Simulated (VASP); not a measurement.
Wanted: the native input for a VASP 6.6.1 run.

* Task: relaxation of cell and atoms
* Functional: r2SCAN
* Dispersion: D3(BJ)
* Potentials or basis: VASP PAW PBE potentials, release 64 (Ti_sv, Al)
* Cutoff: 600 eV
* k mesh: 14 × 14 × 14
* Occupations: fermi-dirac, width 0.1 eV
* Spin: no spin polarisation
* Dipole correction: no
* Further INCAR settings: ALGO = Normal; EDIFF = 1e-06; IBRION = 2; EDIFFG = -0.03; NSW = 80; ISIF = 3

Crystal: TiAl.

```
Ti Al
1.0
     3.01800    0.00000    0.00000
     0.00000    3.01800    0.00000
     0.00000    0.00000    3.01800
Ti Al
1 1
Direct
  0.50000 0.50000 0.50000
  0.00000 0.00000 0.00000
```

One way to write it, as run:

POSCAR

```
TiAl
1.0
    3.0180000000      0.0000000000      0.0000000000
    0.0000000000      3.0180000000      0.0000000000
    0.0000000000      0.0000000000      3.0180000000
Ti Al
1 1
Direct
    0.5000000000      0.5000000000      0.5000000000
    0.0000000000      0.0000000000      0.0000000000
```

INCAR.step1

```
SYSTEM = TiAl
PREC = Accurate
ENCUT = 600
ISMEAR = -1
SIGMA = 0.1
LREAL = .False.
LASPH = .True.
NELM = 100
GGA = PE
ALGO = Normal
EDIFF = 1E-4
LWAVE = .True.
LCHARG = .False.
```

INCAR.step2

```
SYSTEM = TiAl
PREC = Accurate
ENCUT = 600
EDIFF = 1E-6
ISMEAR = -1
SIGMA = 0.1
LREAL = .False.
LASPH = .True.
NELM = 100
ALGO = Normal
ISIF = 3
LWAVE = .False.
LCHARG = .False.
METAGGA = R2SCAN
LMIXTAU = .True.
IVDW = 12
VDW_S6 = 1.0
VDW_S8 = 0.78981345
VDW_A1 = 0.49484001
VDW_A2 = 5.73083694
IBRION = 2
NSW = 80
EDIFFG = -0.03
ISTART = 1
```

KPOINTS

```
Automatic mesh
0
Gamma
  14 14 14
  0 0 0
```

Potentials or basis: VASP PAW PBE potentials, release 64 (Ti_sv, Al).

Run with:

```console
$ cat potpaw_PBE.64/Ti_sv/POTCAR potpaw_PBE.64/Al/POTCAR > POTCAR
$ cp INCAR.step1 INCAR
$ mpirun -np 1 vasp_std > vasp.out
$ cp INCAR.step2 INCAR
$ mpirun -np 1 vasp_std > vasp.out
```

It gave:

```yaml
Relaxed_volume: 15.71 Å³/atom
Relaxed_cell: a = 3.156 Å, b = 3.156 Å, c = 3.156 Å, α = 90.00°, β = 90.00°, γ = 90.00°
Space_group_after_relaxing_to_0.1_Å: Pm-3m (No. 221)
Energy_gained_by_relaxing: 114.7 meV/atom
Ionic_steps: 3
Pressure_after_relaxing: -0.2 GPa
Band_gap_on_the_k_mesh: zero (an odd number of electrons rules out a gap without spin polarisation)
Dispersion_energy_per_atom: -0.235 eV
```

Caveat: the PAW data sets were made with another functional, which shifts forces and pressure a little.

It took 3.9 min on 1 thread of Intel(R) Xeon(R) Platinum 8259CL CPU @ 2.50GHz (Skylake/Cascade Lake), with other jobs on the host, peak memory 0.2 GiB.
